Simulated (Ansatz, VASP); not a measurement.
GaAs: VASP beside Ansatz

```
Ga As
1.0
     0.00000    2.80128    2.80128
     2.80128    0.00000    2.80128
     2.80128    2.80128    0.00000
Ga As
1 1
Direct
  0.00000 0.00000 0.00000
  0.25000 0.25000 0.25000
```

Alike in both runs: functional LDA; k mesh 10 × 10 × 10; no spin polarisation.

Ansatz relaxed the structure, and its values are those at the end. VASP's run is a single point on that final structure, the one shown.

```csv
,VASP,Ansatz
version,VASP 6.6.1,Ansatz 0.2.0
potentials or method,"VASP PAW LDA potentials, release 64 (Ga_d, As)","scalar-relativistic, plane waves, PAW"
plane-wave cutoff (eV),520,420
occupations,"gaussian, width 0.01 eV",fixed
valence electrons in the cell,18,28
```

```csv
,VASP,Ansatz,Ansatz less VASP
gap on the k mesh at the Fermi level (eV),0.54,0.49,-0.049
least direct gap on the mesh (eV),0.54,0.49,-0.049
pressure (GPa),0.3,0.0,-0.32
```

LDA's correlation is that of Perdew and Zunger in VASP and of Perdew and Wang (1992) in Ansatz. VASP's potentials hold 18 valence electrons a cell and Ansatz's 28, so a difference there can come from the potentials and not from the codes.
